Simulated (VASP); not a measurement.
Set up this calculation in VASP 6.6.1, as the native input.

```
Task                   : single point
Functional             : r2SCAN
Potentials or basis    : VASP PAW PBE potentials, release 64 (Cd, Te)
Cutoff                 : 520 eV
k mesh                 : 8 × 8 × 8
Occupations            : gaussian, width 0.02 eV
Spin                   : no spin polarisation
Dipole correction      : no
Further INCAR settings : ALGO = Normal; EDIFF = 1e-06; NBANDS = 16
```

CdTe:

```xyz
2
Lattice="0.0000 3.2779 3.2779 3.2779 0.0000 3.2779 3.2779 3.2779 0.0000" Properties=species:S:1:pos:R:3 pbc="T T T"
Cd    0.0000    0.0000    0.0000
Te    1.6389    1.6389    1.6389
```

One way to write it, as run:

POSCAR

```
CdTe
1.0
    0.0000000000      3.2778966153      3.2778966153
    3.2778966153      0.0000000000      3.2778966153
    3.2778966153      3.2778966153      0.0000000000
Cd Te
1 1
Direct
    0.0000000000      0.0000000000      0.0000000000
    0.2500000000      0.2500000000      0.2500000000
```

INCAR.step1

```
PREC = Accurate ; ENCUT = 520
ISMEAR = 0 ; SIGMA = 0.02
LREAL = F ; LASPH = T
NELM = 80 ; NBANDS = 16
GGA = PE ; ALGO = Normal
EDIFF = 1E-4 ; LWAVE = T
LCHARG = F
```

INCAR.step2

```
PREC = Accurate ; ENCUT = 520
EDIFF = 1E-6 ; ISMEAR = 0
SIGMA = 0.02 ; LREAL = F
LASPH = T ; NELM = 80
ALGO = Normal ; ISIF = 2
LWAVE = F ; LCHARG = F
METAGGA = R2SCAN ; LMIXTAU = T
NBANDS = 16 ; ISTART = 1
```

KPOINTS

```
regular mesh
0
Gamma
  8 8 8
```

Potentials or basis: VASP PAW PBE potentials, release 64 (Cd, Te).

Launch:

```sh
$ cat potpaw_PBE.64/Cd/POTCAR potpaw_PBE.64/Te/POTCAR > POTCAR
$ cp INCAR.step1 INCAR
$ mpirun -np 1 vasp_std > vasp.out
$ cp INCAR.step2 INCAR
$ mpirun -np 1 vasp_std > vasp.out
```

Results of the run:

| Item | Value |
| --- | --- |
| Pressure | 0.1 GPa |
| Band gap on the k mesh | 1.16 eV |

Caveat: the PAW data sets were made with another functional, which shifts forces and pressure a little; spin-orbit coupling is left out, which moves the levels of the heavy elements.

It took 84 s on 1 thread of Intel Xeon 6975P-C, with other jobs on the host, peak memory 0.23 GiB.
